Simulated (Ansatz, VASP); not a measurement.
**Two plane-wave programs on GeS**

```
Ge S
1.0
    10.65632    0.00000    0.00000
     0.00000    3.67938    0.00000
     0.00000    0.00000    4.35809
Ge S
4 4
Direct
  0.12445 0.25000 0.13524
  0.37555 0.75000 0.63524
  0.62445 0.25000 0.36476
  0.87555 0.75000 0.86476
  0.84939 0.25000 0.49492
  0.65061 0.75000 0.99492
  0.34939 0.25000 0.00508
  0.15061 0.75000 0.50508
```

Alike in both runs: functional PBE; dispersion D3(BJ); k mesh 4 × 8 × 6; occupations gaussian, width 0.02 eV; no spin polarisation.

Ansatz relaxed the structure, and its values are those at the end. VASP's run is a single point on that final structure, the one shown.

|  | VASP | Ansatz |
| --- | --- | --- |
| version | VASP 6.6.1 | Ansatz 0.2.0 |
| potentials or method | VASP PAW PBE potentials, release 64 (Ge_d, S), cutoff 500 eV | scalar-relativistic, plane waves, PAW |
| valence electrons in the cell | 80 | 80 |

```tsv
	VASP	Ansatz	Ansatz less VASP
gap on the k mesh at the Fermi level (eV)	1.23	1.24	+0.008
least direct gap on the mesh (eV)	1.26	1.27	+0.004
pressure (GPa)	-0.1	0.0	+0.09
rms of the force components (eV/Å)	0.004	0.001	-0.0027
```

Ansatz's warnings: dispersion switch in reach, relaxed geometry near dispersion switch.
